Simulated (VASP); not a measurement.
Write the native input for VASP 6.6.1 that does the following.

- Task: single point
- Functional: PBE
- Potentials or basis: VASP PAW PBE potentials, release 64 (Li_sv, Si, B)
- Cutoff: 750 eV
- k mesh: 12 × 12 × 6
- Occupations: gaussian, width 0.1 eV
- Spin: no spin polarisation
- Dipole correction: no
- Further INCAR settings: ALGO = Normal; EDIFF = 1e-06; NBANDS = 19

The structure of LiSi2B3 lies in POSCAR:

```
LiSi2B3
1.0
    3.3617787864      0.0000000000      0.0000000000
   -1.6808893932      2.9113858309      0.0000000000
    0.0000000000      0.0000000000      7.5913120808
Li Si B
1 2 3
Direct
    0.0000000000      0.0000000000      0.5000000000
    0.3333333333      0.6666666667      0.8507992573
    0.3333333333      0.6666666667      0.1492007427
    0.3333333333      0.6666666667      0.4006291986
    0.3333333333      0.6666666667      0.5993708014
    0.6666666667      0.3333333333      0.0000000000
```

The cell was generated, and may not be a known phase.

These files were run (other wordings do the same):

INCAR

```
SYSTEM = LiSi2B3
PREC = Accurate ; ENCUT = 750
EDIFF = 1E-6 ; ISMEAR = 0
SIGMA = 0.1 ; LREAL = .False.
LASPH = .True. ; NELM = 120
ALGO = Normal ; ISIF = 2
LWAVE = .False. ; LCHARG = .False.
GGA = PE ; NBANDS = 19
GGA_COMPAT = .False.
```

KPOINTS

```
Automatic mesh
0
Gamma
  12 12 6
  0 0 0
```

Potentials or basis: VASP PAW PBE potentials, release 64 (Li_sv, Si, B).

Run with:

```console
$ cat potpaw_PBE.64/Li_sv/POTCAR potpaw_PBE.64/Si/POTCAR potpaw_PBE.64/B/POTCAR > POTCAR
$ mpirun -np 1 vasp_std > vasp.out
```

It gave:

| Property | Result |
| --- | --- |
| Pressure | 0.0 GPa |
| Largest force | 0.030 eV/Å |
| Band gap on the k mesh | zero (bands 10 and 11 overlap by 2.47 eV) |

Wall time 4.7 min on 1 thread of Oxide Virtual Turin-like Processor, on a shared host, peak memory 0.3 GiB.
